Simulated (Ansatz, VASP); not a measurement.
# One calculation of CdTe, two programs

Contents of INCAR:

```
PREC     = Accurate       # precision mode
ENCUT    = 600            # plane-wave cutoff, eV
EDIFF    = 1E-6           # SCF threshold, eV
ISMEAR   = -1             # smearing method
SIGMA    = 0.05           # smearing width, eV
LREAL    = False          # projectors in reciprocal space
LASPH    = True           # aspherical terms in the spheres
NELM     = 60             # most SCF steps
ALGO     = Normal         # electronic algorithm
ISIF     = 3              # what is computed and relaxed
LWAVE    = False          # write WAVECAR
LCHARG   = False          # write CHGCAR
GGA      = RP             # functional
IVDW     = 13             # dispersion correction
IBRION   = 2              # ionic algorithm
NSW      = 60             # ionic steps
EDIFFG   = -0.01          # ionic threshold
```

The input KPOINTS:

```
regular mesh
0
Gamma
  7 7 7
```

POSCAR

```
CdTe
1.0
    0.0000000000      3.2050000000      3.2050000000
    3.2050000000      0.0000000000      3.2050000000
    3.2050000000      3.2050000000      0.0000000000
Te Cd
1 1
Direct
    0.7500000000      0.7500000000      0.7500000000
    0.0000000000      0.0000000000      0.0000000000
```

input.yaml

```yaml
crystal:
  lattice:
    - [0.0, 3.205, 3.205]
    - [3.205, 0.0, 3.205]
    - [3.205, 3.205, 0.0]
  atoms:
    - { symbol: Te, position: [0.75, 0.75, 0.75] }
    - { symbol: Cd, position: [0.0, 0.0, 0.0] }
hamiltonian:
  xc: rpbe
  pseudopotentials: { kind: paw }
  dispersion: d4
kpoints:
  mp_grid: { grid: [7, 7, 7] }
scf:
  occupations: { method: fermi_dirac, width: 0.05 }
output:
  forces: true
  stress: true
  write_density: true
  write_potential: true
  elf: true
  volumetric_format: npy
relax:
  f_tol: 0.01
  max_steps: 40
  cell: { stress_tol: 0.05 }
```

Alike in both runs: task relaxation of cell and atoms; functional RPBE; dispersion D4; k mesh 7 × 7 × 7; occupations fermi-dirac, width 0.05 eV; no spin polarisation.

|  | VASP | Ansatz |
| --- | --- | --- |
| version | VASP 6.6.1 | Ansatz 0.2.0 |
| potentials or method | VASP PAW PBE potentials, release 64 (Te, Cd) | Ansatz PAW |
| plane-wave cutoff (eV) | 600 | 420 |
| valence electrons in the cell | 18 | 36 |

|  | VASP | Ansatz | Ansatz less VASP |
| --- | --- | --- | --- |
| gap on the k mesh at the Fermi level, each at its own relaxed structure (eV) | 0.86 | 0.87 | +0.010 |
| relaxed volume (Å³/atom) | 34.67 | 34.60 | -0.069 |
| relaxed cell length with the largest relative difference (Å) | 4.611 | 4.608 | -0.0031 |

VASP's potentials were made for PBE, not for RPBE. VASP's potentials hold 18 valence electrons a cell and Ansatz's 36, so a difference there can come from the potentials and not from the codes.

Spin-orbit coupling is off throughout. Noted on Ansatz's run: odd divisions of the mesh miss points on the zone boundary, where band edges often lie, so the gap on the mesh can be too wide; the plane-wave basis is chosen anew once the cell has moved, so the energies of steps on either side of that aren't comparable.
